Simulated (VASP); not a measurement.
A run of VASP 6.6.1 is set up as follows.

Contents of INCAR:

```
SYSTEM = GaSb
PREC = Accurate
ENCUT = 520
EDIFF = 1E-6
ISMEAR = -1
SIGMA = 0.02
LREAL = .FALSE.
LASPH = .TRUE.
NELM = 80
ALGO = Normal
ISIF = 2
LWAVE = .FALSE.
LCHARG = .FALSE.
GGA = PE
NBANDS = 16
```

Contents of KPOINTS:

```
Automatic mesh
0
G
  11 11 11
  0 0 0
```

The input POSCAR:

```
GaSb
1.0
    0.0000000000      3.0280988974      3.0280988974
    3.0280988974      0.0000000000      3.0280988974
    3.0280988974      3.0280988974      0.0000000000
Sb Ga
1 1
Direct
    0.7500000000      0.7500000000      0.7500000000
    0.0000000000      0.0000000000      0.0000000000
```

Potentials or basis: VASP PAW PBE potentials, release 64 (Sb, Ga_d).

Run with:

```sh
$ cat potpaw_PBE.64/Sb/POTCAR potpaw_PBE.64/Ga_d/POTCAR > POTCAR
$ mpirun -np 1 vasp_std > vasp.out
```

(1) Estimate the pressure.

(2) Estimate the band gap on the k mesh.

Answers

(1) 4.2 GPa.

(2) 0.26 eV.

Caveat: the cell stands under pressure; spin-orbit coupling is left out, which moves the levels of the heavy elements; an odd mesh through Γ misses points on the zone boundary, where band edges can lie.
